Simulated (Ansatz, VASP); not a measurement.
# TePb in VASP and in Ansatz

```xyz
6
Lattice="4.5119 0.0000 0.0000 0.0000 4.5119 0.0000 0.0000 0.0000 22.3808" Properties=species:S:1:pos:R:3 pbc="T T T"
Pb    1.1280    1.1280    8.1391
Pb    3.3839    3.3839   11.1904
Pb    1.1280    1.1280   14.2417
Te    3.3839    3.3839    8.0420
Te    1.1280    1.1280   11.1904
Te    3.3839    3.3839   14.3387
```

Alike in both runs: task single point; functional LDA; k mesh 7 × 7 × 1; occupations fermi-dirac, width 0.02 eV; no spin polarisation.

|  | VASP | Ansatz |
| --- | --- | --- |
| version | VASP 6.6.1 | Ansatz 0.2.0 |
| potentials or method | VASP PAW LDA potentials, release 64 (Pb_d, Te) | PAW with Ansatz's default frozen-core files, scalar-relativistic |
| plane-wave cutoff (eV) | 520 | 420 |
| valence electrons in the cell | 60 | 90 |

```csv
,VASP,Ansatz,Ansatz less VASP
gap on the k mesh at the Fermi level (eV),0.93,0.94,+0.011
rms of the force components (eV/Å),0.005,0.001,-0.0042
```

LDA's correlation is that of Perdew and Zunger in VASP and of Perdew and Wang (1992) in Ansatz. VASP's potentials hold 60 valence electrons a cell and Ansatz's 90, so a difference there can come from the potentials and not from the codes. Ansatz's warnings: structure snapped to symmetry.

Spin-orbit coupling is off throughout.
